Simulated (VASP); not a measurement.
The system is Fe.

```
Fe
1.0
     2.77854    0.00000    0.00000
    -1.38927    2.40628    0.00000
     0.00000    0.00000    7.56756
Fe
4
Direct
  0.00000 0.00000 0.25000
  0.00000 0.00000 0.75000
  0.33333 0.66667 0.75000
  0.66667 0.33333 0.25000
```

| Property | Result |
| --- | --- |
| Program | VASP 6.6.1 |
| Task | relaxation of cell and atoms |
| Functional | r2SCAN |
| Potentials or basis | VASP PAW PBE potentials, release 64 (Fe) |
| Cutoff | 600 eV |
| k mesh | 9 × 9 × 2 |
| Occupations | gaussian, width 0.1 eV |
| Spin | no spin polarisation |

At the start: pressure 141.4 GPa; volume 12.65 Å³/atom.

Task: How do energy, volume and symmetry change on relaxing?

Result: Over 18 steps the energy falls by 4662.3 meV/atom and the volume is 12.29 Å³/atom (-2.9 %); space group P6_3/mmc (No. 194, to 0.05 Å).

The path:
```csv
step,energy change (eV),largest force (eV/Å),pressure (GPa),volume (Å³)
1,0.0000,0.0000,141.44,50.60
2,0.2151,0.0000,-29.26,164.57
3,-12.3216,0.0000,-16.46,92.65
4,-13.0119,0.0000,-11.91,85.92
5,-13.2865,0.0000,0.03,76.93
6,-13.3163,0.0000,-3.94,79.25
7,-13.3166,0.0000,-2.95,78.62
8,-13.6112,0.0000,-3.89,74.82
9,-15.4036,0.0000,-7.63,63.30
10,-16.6315,0.0000,71.36,39.57
11,-17.3165,0.0000,-5.38,54.78
12,-18.4153,0.0000,11.72,47.22
13,-18.5645,0.0000,10.04,47.16
14,-18.5860,0.0000,9.76,47.05
15,-18.5889,0.0000,9.72,47.07
16,-18.6416,0.0000,3.35,48.39
17,-18.6491,0.0000,-0.11,49.19
18,-18.6491,0.0000,0.12,49.14
```

Final structure:
```
Fe
1.0
     3.65326    0.00000    0.00000
    -1.82663    3.16382    0.00000
     0.00000    0.00000    4.25181
Fe
4
Direct
  0.00000 0.00000 0.25000
  0.00000 0.00000 0.75000
  0.33333 0.66667 0.75000
  0.66667 0.33333 0.25000
```

Caveat: the k points lie up to 0.74 Å⁻¹ apart in the final cell; the PAW data sets were made with another functional, which shifts forces and pressure a little; the run has no spin polarisation, though such a crystal can be magnetic.
